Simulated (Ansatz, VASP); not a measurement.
One calculation of C, two programs

File INCAR:

```
SYSTEM = C
ALGO = Normal
EDIFF = 1E-6
ENCUT = 520
GGA = PE
ISIF = 2
ISMEAR = 0
LASPH = .TRUE.
LCHARG = .TRUE.
LELF = .TRUE.
LREAL = .FALSE.
LVHAR = .TRUE.
LWAVE = .FALSE.
NBANDS = 26
NELM = 80
PREC = Accurate
SIGMA = 0.05
```

File KPOINTS:

```
k-points
0
G
  6 6 6
  0 0 0
```

File POSCAR:

```
C
1.0
    3.5714750638      0.0000000000      0.0000000000
    0.0000000000     -3.5714750638      0.0000000000
    0.0000000000      0.0000000000     -3.5714750638
C
8
Direct
    0.4741350446      0.0258649554      0.0258649554
    0.0000000000      0.5000000000      0.0000000000
    0.0000000000      0.0000000000      0.5000000000
    0.5000000000      0.5000000000      0.5000000000
    0.7500000000      0.7500000000      0.7500000000
    0.2500000000      0.2500000000      0.7500000000
    0.2500000000      0.7500000000      0.2500000000
    0.7500000000      0.2500000000      0.2500000000
```

Input for Ansatz:

```yaml
crystal:
  lattice:
    - [3.5714750638, 0.0, 0.0]
    - [0.0, -3.5714750638, 0.0]
    - [0.0, 0.0, -3.5714750638]
  atoms:
    - { symbol: C, position: [0.4741350446, 0.0258649554, 0.0258649554] }
    - { symbol: C, position: [0.0, 0.5, 0.0] }
    - { symbol: C, position: [0.0, 0.0, 0.5] }
    - { symbol: C, position: [0.5, 0.5, 0.5] }
    - { symbol: C, position: [0.75, 0.75, 0.75] }
    - { symbol: C, position: [0.25, 0.25, 0.75] }
    - { symbol: C, position: [0.25, 0.75, 0.25] }
    - { symbol: C, position: [0.75, 0.25, 0.25] }
basis:
  ecutwfc: 420
kpoints:
  mp_grid: { grid: [6, 6, 6] }
hamiltonian:
  xc: pbe
scf:
  occupations: { method: gaussian, width: 0.05 }
output:
  forces: true
  stress: true
  eigenvalues: true
```

Alike in both runs: task single point; functional PBE; k mesh 6 × 6 × 6; occupations gaussian, width 0.05 eV; no spin polarisation.

```csv
,VASP,Ansatz
version,VASP 6.6.1,Ansatz 0.2.0
potentials or method,"VASP PAW PBE potentials, release 64 (C), cutoff 520 eV","scalar-relativistic, plane waves, PAW"
valence electrons in the cell,32,32
```

VASP gave:

- gap on the k mesh at the Fermi level (eV): 2.87
- least direct gap on the mesh (eV): 2.87
- pressure (GPa): 2.9
- traceless stress, the component that is largest in VASP (GPa): 0.25
- rms of the force components (eV/Å): 1.335

Q: Which values does Ansatz return?

A: gap on the k mesh at the Fermi level (eV): 2.87; least direct gap on the mesh (eV): 2.87; pressure (GPa): 2.2; traceless stress, the component that is largest in VASP (GPa): 0.31; rms of the force components (eV/Å): 1.330.

Atom by atom the forces differ by 0.007 eV/Å (rms over components).
